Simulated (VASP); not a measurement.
Write the native input for VASP 6.6.1 that does the following.

- Task: single point
- Functional: r2SCAN
- Potentials or basis: VASP PAW PBE potentials, release 64 (P)
- Cutoff: 520 eV
- k mesh: 9 × 9 × 1
- Occupations: gaussian, width 0.02 eV
- Spin: no spin polarisation
- Dipole correction: yes
- Further INCAR settings: ALGO = Normal; EDIFF = 1e-06; NBANDS = 12

System: P, a slab with vacuum.

```
CELL_PARAMETERS angstrom
3.28000 0.00000 0.00000
-1.64000 2.84056 0.00000
0.00000 0.00000 28.00000
ATOMIC_POSITIONS crystal
P 0.33333 0.66667 0.52341
P 0.66667 0.33333 0.47659
```

These files were run (other wordings do the same):

POSCAR

```
P
1.0
    3.2800000000      0.0000000000      0.0000000000
   -1.6400000000      2.8405633244      0.0000000000
    0.0000000000      0.0000000000     28.0000000000
P
2
Direct
    0.3333333333      0.6666666667      0.5234107143
    0.6666666667      0.3333333333      0.4765892857
```

INCAR.step1

```
SYSTEM = P
ALGO     = Normal         ! electronic algorithm
DIPOL    = 0.5 0.5 0.500
EDIFF    = 1E-4           ! SCF threshold, eV
ENCUT    = 520            ! plane-wave cutoff, eV
GGA      = PE             ! functional
IDIPOL   = 3            
ISMEAR   = 0              ! smearing method
LASPH    = .True.         ! aspherical terms in the spheres
LCHARG   = .False.        ! write CHGCAR
LDIPOL   = .True.       
LREAL    = .False.        ! projectors in reciprocal space
LWAVE    = .True.         ! write WAVECAR
NBANDS   = 12             ! bands
NELM     = 100            ! most SCF steps
PREC     = Accurate       ! precision mode
SIGMA    = 0.02           ! smearing width, eV
```

INCAR.step2

```
SYSTEM = P
ALGO     = Normal         ! electronic algorithm
DIPOL    = 0.5 0.5 0.500
EDIFF    = 1E-6           ! SCF threshold, eV
ENCUT    = 520            ! plane-wave cutoff, eV
IDIPOL   = 3            
ISIF     = 2              ! what is computed and relaxed
ISMEAR   = 0              ! smearing method
ISTART   = 1            
LASPH    = .True.         ! aspherical terms in the spheres
LCHARG   = .False.        ! write CHGCAR
LDIPOL   = .True.       
LMIXTAU  = .True.       
LREAL    = .False.        ! projectors in reciprocal space
LWAVE    = .False.        ! write WAVECAR
METAGGA  = R2SCAN         ! meta-GGA
NBANDS   = 12             ! bands
NELM     = 100            ! most SCF steps
PREC     = Accurate       ! precision mode
SIGMA    = 0.02           ! smearing width, eV
```

KPOINTS

```
k-points
0
Gamma
  9 9 1
  0 0 0
```

Potentials or basis: VASP PAW PBE potentials, release 64 (P).

Command:

```console
$ cat potpaw_PBE.64/P/POTCAR > POTCAR
$ cp INCAR.step1 INCAR
$ mpirun -np 1 vasp_std > vasp.out
$ cp INCAR.step2 INCAR
$ mpirun -np 1 vasp_std > vasp.out
```

Results of the run:

The largest force is 1.578 eV/Å and the band gap on the k mesh is 1.98 eV (least direct gap 2.70 eV).

Caveat: the PAW data sets were made with another functional, which shifts forces and pressure a little.

Run time: 2.6 min on 1 thread of AMD EPYC 9R45 96-Core Processor (Zen 5), on a shared host, peak memory 0.34 GiB.
